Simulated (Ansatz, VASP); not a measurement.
SnTe: VASP beside Ansatz

```xyz
2
Lattice="0.0000 3.1999 3.1999 3.1999 0.0000 3.1999 3.1999 3.1999 0.0000" Properties=species:S:1:pos:R:3 pbc="T T T"
Sn    3.1999    3.1999    3.1999
Te    0.0000    0.0000    0.0000
```

Alike in both runs: task single point; functional RPBE; k mesh 6 × 6 × 6; occupations gaussian, width 0.05 eV; no spin polarisation.

|  | VASP | Ansatz |
| --- | --- | --- |
| version | VASP 6.6.1 | Ansatz 0.2.0 |
| potentials or method | VASP PAW PBE potentials, release 64 (Sn_d, Te), cutoff 520 eV | scalar-relativistic, plane waves, PAW |
| valence electrons in the cell | 20 | 30 |

|  | VASP | Ansatz | Ansatz less VASP |
| --- | --- | --- | --- |
| gap on the k mesh at the Fermi level (eV) | 0.07 | 0.07 | +0.001 |
| least direct gap on the mesh (eV) | 0.07 | 0.07 | +0.001 |
| pressure (GPa) | 1.6 | 1.6 | +0.03 |

VASP's potentials were made for PBE, not for RPBE. With one functional, cell and mesh, what is left measures potentials, basis and numerics. VASP's potentials hold 20 valence electrons a cell and Ansatz's 30, so a difference there can come from the potentials and not from the codes.

Spin-orbit coupling is off throughout.
